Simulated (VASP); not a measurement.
Runs of VASP 6.6.1 on TiSi (zincblende type). The structure is that of space group F-43m (No. 216), or close to it. The cells are those of the table. 

```csv
task,cell,cutoff (eV),gap on the mesh (eV),pressure (GPa)
relaxation of cell and atoms,"relaxed to 40 GPa from a = 3.603 Å, angles 60.0°, 2 atoms",600,none,40.0
relaxation of cell and atoms,"relaxed to 40 GPa from a = 3.445 Å, angles 60.0°, 2 atoms",600,none,40.0
single point,"a = 3.602 Å, angles 60.0°, 2 atoms",520,none,40.3
single point,"a = 3.603 Å, angles 60.0°, 2 atoms",520,none,(a)
```

Alike in all rows: level PBEsol; potentials or basis VASP PAW PBE potentials, release 64 (Ti_sv, Si); no spin polarisation; k mesh 12 × 12 × 12; smearing fermi-dirac 0.1 eV.

Problem. Estimate the missing entries.

Solution. (a) 40.2.

Caveats: the PAW data sets were made with another functional, which shifts forces and pressure a little; the cell is relaxed towards a set pressure, so the run minimises the enthalpy, not the energy (at least some runs); the cell stands under pressure (at least some runs).

A gap of «none» marks levels without a gap at the run's occupations.
